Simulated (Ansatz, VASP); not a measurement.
## Two plane-wave programs on AlN

```
Al N
1.0
     3.10667    0.00000    0.00000
    -1.55333    2.69045    0.00000
     0.00000    0.00000    9.95681
Al N
4 4
Cartesian
  0.0090 1.7885 0.0074
  0.0046 1.7851 5.0071
  1.5320 0.9405 2.5048
  1.5447 0.8903 7.4927
  -0.0078 1.7989 1.9026
  0.0235 1.7910 6.8690
  1.5467 0.8701 4.3753
  1.5606 0.8974 9.3784
```

Change from the starting cell: all atoms moved at random, sigma 0.02 Å a component.

Alike in both runs: task single point; functional r2SCAN; k mesh 12 × 12 × 2; occupations gaussian, width 0.05 eV; no spin polarisation.

```csv
,VASP,Ansatz
version,VASP 6.6.1,Ansatz 0.2.0
potentials or method,"VASP PAW PBE potentials, release 64 (Al, N), cutoff 520 eV","scalar-relativistic, plane waves, PAW"
valence electrons in the cell,32,32
```

|  | VASP | Ansatz | Ansatz less VASP |
| --- | --- | --- | --- |
| gap on the k mesh at the Fermi level (eV) | 4.95 | 4.91 | -0.040 |
| least direct gap on the mesh (eV) | 4.95 | 4.91 | -0.040 |
| pressure (GPa) | -0.1 | 0.3 | +0.39 |
| traceless stress, the component that is largest in VASP (GPa) | 1.98 | 1.95 | -0.030 |
| rms of the force components (eV/Å) | 0.377 | 0.376 | -0.0013 |

VASP's potentials were made for PBE, not for r2SCAN. Atom by atom the forces differ by 0.003 eV/Å (rms over components). With one functional, cell and mesh, what is left measures potentials, basis and numerics.
